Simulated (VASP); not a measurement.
A run of VASP 6.6.1:

File INCAR:

```
SYSTEM = NbTe
PREC     = Accurate       ! precision mode
ENCUT    = 520            ! plane-wave cutoff, eV
EDIFF    = 1E-7           ! SCF threshold, eV
ISMEAR   = -1             ! smearing method
SIGMA    = 0.05           ! smearing width, eV
LREAL    = .FALSE.        ! projectors in reciprocal space
LASPH    = .TRUE.         ! aspherical terms in the spheres
NELM     = 150            ! most SCF steps
ALGO     = Normal         ! electronic algorithm
ISIF     = 2              ! what is computed and relaxed
LWAVE    = .FALSE.        ! write WAVECAR
LCHARG   = .FALSE.        ! write CHGCAR
LMAXMIX  = 4              ! l up to which the mixer works
LDAU     = .TRUE.         ! DFT+U
LDAUTYPE = 2            
LDAUL    = -1 2           ! shell
LDAUU    = 0 3            ! U, eV
LDAUJ    = 0 0          
LDAUPRINT= 1            
GGA      = CA             ! functional
NBANDS   = 16             ! bands
```

Contents of KPOINTS:

```
Automatic mesh
0
G
  8 8 7
  0 0 0
```

POSCAR

```
NbTe
1.0
    3.7029743866      0.0000000000      0.0000000000
   -1.8514871933      3.2068698884      0.0000000000
    0.0000000000      0.0000000000      3.6942110000
Te Nb
1 1
Direct
    0.6666666667      0.3333333333      0.0000000000
    0.0000000000      0.0000000000      0.5000000000
```

Potentials or basis: VASP PAW LDA potentials, release 64 (Te, Nb_sv).

Run with:

```bash
$ cat potpaw_LDA.64/Te/POTCAR potpaw_LDA.64/Nb_sv/POTCAR > POTCAR
$ mpirun -np 1 vasp_std > vasp.out
```

Hardware: 1 thread of Intel(R) Xeon(R) Platinum 8488C (Sapphire Rapids) (shared host).

How long does it take, and how much memory?

It took 26 s on 1 thread of Intel(R) Xeon(R) Platinum 8488C (Sapphire Rapids) (shared host), peak memory 0.15 GiB. Counts: scf iterations 14, k points 40.
